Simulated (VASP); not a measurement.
Runs of VASP 6.6.1 on Tl. The structure is that of space group P6/mmm (No. 191), or close to it. The cells are those of the table. This isn't the form of Tl at room conditions, which is hcp.

```csv
cell,k mesh,gap on the mesh (eV),pressure (GPa)
"a = 5.311, b = 5.311, c = 3.270 Å, angles 90.0, 90.0, 120.0°, 3 atoms",8 × 8 × 10,none,(a)
"a = 5.468, b = 5.468, c = 3.366 Å, angles 90.0, 90.0, 120.0°, 3 atoms",8 × 8 × 10,none,1.7
"a = 5.543, b = 5.543, c = 3.412 Å, angles 90.0, 90.0, 120.0°, 3 atoms",7 × 7 × 10,none,(b)
"a = 5.543, b = 5.543, c = 3.412 Å, angles 90.0, 90.0, 120.0°, 3 atoms",8 × 8 × 10,none,0.3
"a = 5.391, b = 5.391, c = 3.318 Å, angles 90.0, 90.0, 120.0°, 3 atoms",8 × 8 × 10,none,3.6
```

Alike in all rows: task single point; level r2SCAN; potentials or basis VASP PAW PBE potentials, release 64 (Tl_d); no spin polarisation; cutoff (eV) 520; smearing fermi-dirac 0.1 eV.

Fill in the values left out.

(a) 6.0; (b) 0.0.

Caveats: the PAW data sets were made with another functional, which shifts forces and pressure a little; spin-orbit coupling is left out, which moves the levels of the heavy elements; the cell stands under pressure (at least some runs).

A k mesh can miss the band edges, and the runs leave out spin-orbit coupling on Tl.

A gap of «none» marks levels without a gap at the run's occupations.
